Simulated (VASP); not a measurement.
A run of VASP 6.6.1 is set up as follows.

File INCAR:

```
PREC = Accurate
ENCUT = 500
EDIFF = 1E-6
ISMEAR = 0
SIGMA = 0.2
LREAL = F
LASPH = T
NELM = 120
ALGO = Normal
ISIF = 2
LWAVE = F
LCHARG = F
GGA = PE
NBANDS = 16
GGA_COMPAT = F
```

KPOINTS

```
regular mesh
0
Gamma
  8 8 4
```

Contents of POSCAR:

```
ZrB2
1.0
    3.3900082221      0.0000000000      0.0000000000
    0.0000000000      3.3900082221      0.0000000000
    0.0000000000      0.0000000000      3.1937638375
Zr B
1 2
Direct
    0.5000000000      0.5000000000      0.5000000000
    0.0000000000      0.0000000000      0.5000000000
    0.0000000000      0.0000000000      0.0000000000
```

Potentials or basis: VASP PAW PBE potentials, release 64 (Zr_sv, B).

Command:

```console
$ cat potpaw_PBE.64/Zr_sv/POTCAR potpaw_PBE.64/B/POTCAR > POTCAR
$ mpirun -np 1 vasp_std > vasp.out
```

Task: What does it give for the pressure?

Result: 0.1 GPa.

Task: Predict the band gap on the k mesh.

Result: Zero (band 9 reaches 8.74 eV, above the bottom of band 10 at 6.72 eV).

Stress tensor (GPa, compression positive):
```
0.14 0.00 0.00
0.00 0.14 0.00
0.00 0.00 0.01
```

Caveat: the k points lie up to 0.49 Å⁻¹ apart.
